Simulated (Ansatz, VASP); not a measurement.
One calculation of ScBSbP3, two programs

```
Sc B Sb P
1.0
     2.60094   -3.24748    0.00000
     2.60094    3.24748    0.00000
     0.00000    0.00000    8.01255
Sc B Sb P
1 1 1 3
Direct
  0.50000 0.50000 0.50000
  0.00000 0.00000 0.00000
  0.50000 0.50000 0.00000
  0.00000 0.00000 0.50000
  0.23702 0.76298 0.50000
  0.76298 0.23702 0.50000
```

Alike in both runs: task relaxation of cell and atoms; functional PBE; k mesh 4 × 4 × 2; occupations gaussian, width 0.1 eV; no spin polarisation.

```csv
,VASP,Ansatz
version,VASP 6.6.1,Ansatz 0.2.0
potentials or method,"VASP PAW PBE potentials, release 64 (Sc_sv, B, Sb, P), cutoff 600 eV","scalar-relativistic, plane waves, PAW"
valence electrons in the cell,34,44
```

Ansatz gave:

```
gap on the k mesh at the Fermi level, each at its own relaxed structure (eV) : none
relaxed volume (Å³/atom)                                                     : 23.55
relaxed cell length with the largest relative difference (Å)                 : 5.720
```

Task: Which values does VASP return?

Result: gap on the k mesh at the Fermi level, each at its own relaxed structure (eV): none; relaxed volume (Å³/atom): 23.61; relaxed cell length with the largest relative difference (Å): 5.740.

A gap of «none» marks a metal or a gap that the smearing closes. VASP's potentials hold 34 valence electrons a cell and Ansatz's 44, so a difference there can come from the potentials and not from the codes.

The k mesh is coarse, so the values compare programs but aren't converged. Neither program's run includes spin-orbit coupling.
